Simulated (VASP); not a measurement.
Crystal: HfZrS4.

```
Zr Hf S
1.0
     6.35224    0.00000    0.00139
     0.00000    3.66869    0.00000
     0.00102    0.00000    6.78709
Zr Hf S
1 1 4
Direct
  0.50000 0.50000 0.00000
  0.00000 0.00000 0.00000
  0.83551 0.50000 0.21305
  0.33098 0.00000 0.21350
  0.66902 0.00000 0.78650
  0.16449 0.50000 0.78695
```

Base run:

```yaml
Program: VASP 6.6.1
Functional: LDA
Potentials_or_basis: VASP PAW LDA potentials, release 64 (Zr_sv, Hf_pv, S)
Cutoff: 520 eV
k_mesh: 4 × 8 × 4
Occupations: gaussian, width 0.02 eV
Spin: no spin polarisation
```

Its results: band gap on the k mesh 1.00 eV (least direct gap 1.04 eV); pressure -4.6 GPa; largest force 0.506 eV/Å.

**Question.** The run is repeated on the same cell with these changes: functional from LDA to PBE; potentials or basis from VASP PAW LDA potentials, release 64 (Zr_sv, Hf_pv, S) to VASP PAW PBE potentials, release 64 (Zr_sv, Hf_pv, S). What comes out?

**Answer.** Band gap on the k mesh 1.14 eV (least direct gap 1.18 eV); pressure -0.2 GPa; largest force 0.053 eV/Å.

Caveats: spin-orbit coupling is left out, which moves the levels of the heavy elements; the cell stands under tension (at least some runs); this functional lacks dispersion, which binds layers or chains, so the pressure and a relaxed spacing across them are unreliable (at least some runs).

A k mesh can miss the band edges.
